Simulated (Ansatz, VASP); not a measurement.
## One calculation of Al2N, two programs

```
CELL_PARAMETERS angstrom
3.08460 0.00000 0.00000
-1.54230 2.67134 0.00000
0.00000 0.00000 9.95196
ATOMIC_POSITIONS crystal
Al 0.00000 0.00000 0.36411
Al 0.00000 0.00000 0.63589
Al 0.66667 0.33333 0.10397
Al 0.33333 0.66667 0.89603
N 0.66667 0.33333 0.29220
N 0.33333 0.66667 0.70780
```

Change from the starting cell: species swapped into the B2O type (P-3m1, No. 164).

Alike in both runs: functional PBE; k mesh 12 × 12 × 4; occupations gaussian, width 0.1 eV; no spin polarisation.

Ansatz relaxed the structure, and its values are those at the end. VASP's run is a single point on that final structure, the one shown.

```csv
,VASP,Ansatz
version,VASP 6.6.1,Ansatz 0.2.0
potentials or method,"VASP PAW PBE potentials, release 64 (Al, N), cutoff 520 eV","scalar-relativistic, plane waves, PAW"
valence electrons in the cell,22,22
```

|  | VASP | Ansatz | Ansatz less VASP |
| --- | --- | --- | --- |
| gap on the k mesh at the Fermi level (eV) | none | none | - |
| pressure (GPa) | -0.1 | 0.0 | +0.13 |
| rms of the force components (eV/Å) | 0.005 | 0.000 | -0.0051 |

A gap of «none» marks a metal or a gap that the smearing closes. The functional is the same, so the differences come from potentials, cutoffs and numerics.
